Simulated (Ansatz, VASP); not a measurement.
# BeS in VASP and in Ansatz

The input POSCAR:

```
BeS
1.0
    2.4585667435      2.4585667435      0.0000000000
   -2.4585667435      2.4585667435      0.0000000000
    0.0000000000      2.4585667435      2.4153409942
Be S
1 1
Direct
    0.0000000000      0.0000000000      0.0000000000
    0.7500000000      0.2500000000      0.5000000000
```

File INCAR.step1:

```
  PREC = Accurate
  ENCUT = 520
  ISMEAR = 0
  SIGMA = 0.01
  LREAL = F
  LASPH = T
  NELM = 80
  NBANDS = 11
  GGA = PE
  ALGO = Normal
  EDIFF = 1E-4
  LWAVE = T
  LCHARG = F
```

Contents of INCAR.step2:

```
  PREC = Accurate
  ENCUT = 520
  EDIFF = 1E-6
  ISMEAR = 0
  SIGMA = 0.01
  LREAL = F
  LASPH = T
  NELM = 80
  ALGO = Normal
  ISIF = 2
  LWAVE = F
  LCHARG = F
  METAGGA = R2SCAN
  LMIXTAU = T
  NBANDS = 11
  ISTART = 1
```

File KPOINTS:

```
regular mesh
0
Gamma
  8 8 8
```

Input for Ansatz:

```yaml
crystal:
  lattice:
    - [2.45856674352, 2.45856674352, 0.0]
    - [-2.45856674352, 2.45856674352, 0.0]
    - [0.0, 2.45856674352, 2.4153409942]
  atoms:
    - { symbol: Be, position: [0.0, 0.0, 0.0] }
    - { symbol: S, position: [0.75, 0.25, 0.5] }
kpoints:
  mp_grid: { grid: [8, 8, 8] }
scf:
  occupations: { method: fixed }
  convergence: { dr2_threshold: 1.0e-10 }
hamiltonian:
  xc: r2scan
  pseudopotentials: { kind: paw }
output:
  forces: true
  stress: true
  eigenstates:
    kpoints:
      - [0.0, 0.0, 0.0]
      - [-0.5, 0.5, 0.0]
      - [-0.5, -0.5, -0.5]
      - [0.0, 0.0, -0.5]
      - [0.0, -0.5, -0.5]
      - [0.0, 0.5, 0.0]
      - [-0.5, 0.0, 0.0]
      - [-0.5, 0.0, -0.5]
  eigenvalues: true
```

Change from the starting cell: film at in-plane strain +0.01.

Alike in both runs: task single point; functional r2SCAN; k mesh 8 × 8 × 8; no spin polarisation.

|  | VASP | Ansatz |
| --- | --- | --- |
| version | VASP 6.6.1 | Ansatz 0.2.0 |
| potentials or method | VASP PAW PBE potentials, release 64 (Be, S) | PAW with Ansatz's default frozen-core files, scalar-relativistic |
| plane-wave cutoff (eV) | 520 | 500 |
| occupations | gaussian, width 0.01 eV | fixed |
| valence electrons in the cell | 8 | 8 |

VASP gave:

* gap on the k mesh at the Fermi level (eV): 3.47
* pressure (GPa): -0.9
* traceless stress, the component that is largest in VASP (GPa): 1.13

**Question.** What did Ansatz give for the same quantities?

**Answer.** gap on the k mesh at the Fermi level (eV): 3.46; pressure (GPa): -1.1; traceless stress, the component that is largest in VASP (GPa): 1.15.

VASP's potentials were made for PBE, not for r2SCAN.
